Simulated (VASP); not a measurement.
**Sn: single point with PBEsol**

The system is Sn.

```
Sn
1.0
     0.00000    3.24560    3.24560
     3.24560    0.00000    3.24560
     3.24560    3.24560    0.00000
Sn
2
Direct
  0.50000 0.50000 0.50000
  0.75000 0.75000 0.75000
```

This isn't the form of Sn at room conditions, which is tetragonal (white tin).

```
Program             : VASP 6.6.1
Task                : single point
Functional          : PBEsol
Potentials or basis : VASP PAW PBE potentials, release 64 (Sn_d)
Cutoff              : 520 eV
k mesh              : 14 × 14 × 14
Occupations         : gaussian, width 0.15 eV
Spin                : no spin polarisation
```

| Quantity | Value |
| --- | --- |
| Pressure | 0.9 GPa |
| Band gap on the k mesh | zero (bands 14 and 15 overlap by 0.15 eV) |

Levels at points of the mesh, in eV from the Fermi level:
```
           k point  band 11  band 12  band 13  band 14  band 15  band 16  band 17  band 18
(0.00, 0.00, 0.00)   -10.65    -0.72     0.07     0.07     0.07     2.13     2.13     2.13
(0.50, 0.00, 0.00)    -9.02    -6.34    -1.14    -1.14    -0.08     3.19     3.19     5.50
(0.50, 0.50, 0.00)    -7.55    -7.55    -2.49    -2.49     0.74     0.74     7.68     7.68
```

It took 4.2 min on 1 thread of Intel Xeon 8259CL, with other jobs on the host, peak memory 0.28 GiB.

Caveat: the PAW data sets were made with another functional, which shifts forces and pressure a little; spin-orbit coupling is left out, which moves the levels of the heavy elements.
